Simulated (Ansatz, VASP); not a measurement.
# One calculation of YSe2, two programs

Contents of INCAR:

```
PREC = Accurate
ENCUT = 520
EDIFF = 1E-6
ISMEAR = 0
SIGMA = 0.05
LREAL = False
LASPH = True
NELM = 80
ALGO = Normal
ISIF = 2
LWAVE = False
LCHARG = False
GGA = CA
NBANDS = 18
```

File KPOINTS:

```
regular mesh
0
Gamma
  10 10 10
```

The input POSCAR:

```
YSe2
1.0
    2.1700469514      1.2528771915      5.2092494223
   -2.1700469514      1.2528771915      5.2092494223
    0.0000000000     -2.5057543831      5.2092494223
Y Se
1 2
Direct
    0.0000000000      0.0000000000      0.0000000000
    0.2445848164      0.2445848164      0.2445848164
    0.7554151836      0.7554151836      0.7554151836
```

Input for Ansatz:

```yaml
crystal:
  lattice:
    - [2.1700469514, 1.2528771915, 5.2092494223]
    - [-2.1700469514, 1.2528771915, 5.2092494223]
    - [0.0, -2.5057543831, 5.2092494223]
  atoms:
    - { symbol: "Y", position: [0.0, 0.0, 0.0] }
    - { symbol: Se, position: [0.2445848164, 0.2445848164, 0.2445848164] }
    - { symbol: Se, position: [0.7554151836, 0.7554151836, 0.7554151836] }
basis:
  ecutwfc: 420
  ecutrho_ratio: 4
kpoints:
  mp_grid: { grid: [10, 10, 10] }
hamiltonian:
  xc: lda
scf:
  occupations: { method: gaussian, width: 0.05 }
output:
  forces: true
  stress: true
  eigenvalues: true
  populations: true
```

Alike in both runs: task single point; functional LDA; k mesh 10 × 10 × 10; occupations gaussian, width 0.05 eV; no spin polarisation.

|  | VASP | Ansatz |
| --- | --- | --- |
| version | VASP 6.6.1 | Ansatz 0.2.0 |
| potentials or method | VASP PAW LDA potentials, release 64 (Y_sv, Se), cutoff 520 eV | scalar-relativistic, plane waves, PAW |
| valence electrons in the cell | 23 | 43 |

Ansatz gave:

| Item | Value |
| --- | --- |
| gap on the k mesh at the Fermi level (eV) | none |
| pressure (GPa) | -4.2 |
| traceless stress, the component that is largest in VASP (GPa) | 0.21 |
| rms of the force components (eV/Å) | 0.078 |

**Question.** What did VASP give for the same quantities?

**Answer.** gap on the k mesh at the Fermi level (eV): none; pressure (GPa): -4.1; traceless stress, the component that is largest in VASP (GPa): 0.19; rms of the force components (eV/Å): 0.073.

LDA's correlation is that of Perdew and Zunger in VASP and of Perdew and Wang (1992) in Ansatz. Atom by atom the forces differ by 0.005 eV/Å (rms over components). A gap of «none» marks a metal or a gap that the smearing closes. VASP's potentials hold 23 valence electrons a cell and Ansatz's 43, so a difference there can come from the potentials and not from the codes.
